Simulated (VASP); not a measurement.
**LiTa3O4: single point with PBE**

The system is LiTa3O4.

```xyz
8
Lattice="2.7878 -5.9898 0.0000 2.7878 5.9898 0.0000 0.0000 0.0000 2.9499" Properties=species:S:1:pos:R:3 pbc="T T T"
Li    0.0000    0.0000    1.4749
Ta    2.7878    3.0359    0.0000
Ta    2.7878   -3.0359    0.0000
Ta    2.7878    0.0000    0.0000
O     1.3375   -1.3825    0.0000
O     4.2381   -1.3825    0.0000
O     1.3375    1.3825    0.0000
O     4.2381    1.3825    0.0000
```

The cell was generated, and may not be a known phase.

```json
{"Program": "VASP 6.6.1", "Task": "single point", "Functional": "PBE", "Potentials or basis": "VASP PAW PBE potentials, release 64 (Li_sv, Ta_sv_GW, O)", "Cutoff": "880 eV", "k mesh": "3 × 3 × 5", "Occupations": "gaussian, width 0.2 eV", "Spin": "no spin polarisation", "Dipole correction": "no", "Further INCAR settings": "ALGO = Normal; EDIFF = 1e-06; NBANDS = 43"}
```

```json
{"Pressure": "0.4 GPa", "Largest force": "0.036 eV/Å", "Band gap on the k mesh": "zero (bands 33 and 34 overlap by 1.03 eV)"}
```

Forces on the atoms (eV/Å):
```
Li   0.000  0.000  0.000
Ta   0.000  0.029  0.000
Ta   0.000 -0.029  0.000
Ta   0.000  0.000  0.000
O   -0.036  0.001  0.000
O    0.036  0.001  0.000
O   -0.036 -0.001  0.000
O    0.036 -0.001  0.000
```

Stress tensor (GPa, compression positive):
```
0.28 0.00 0.00
0.00 0.64 0.00
0.00 0.00 0.21
```

Levels at points of the mesh, in eV from the Fermi level:
```tsv
k point	band 31	band 32	band 33	band 34	band 35	band 36
(0.00, 0.00, 0.00)	-3.43	-2.66	-2.49	1.78	2.32	2.56
```

It took 100 s on 1 thread of Intel(R) Xeon(R) 6975P-C (Granite Rapids), on a shared host, peak memory 0.41 GiB.

Caveat: the k points lie up to 0.43 Å⁻¹ apart, too coarse for converged energies and pressures of a metal; spin-orbit coupling is left out, which moves the levels of the heavy elements.
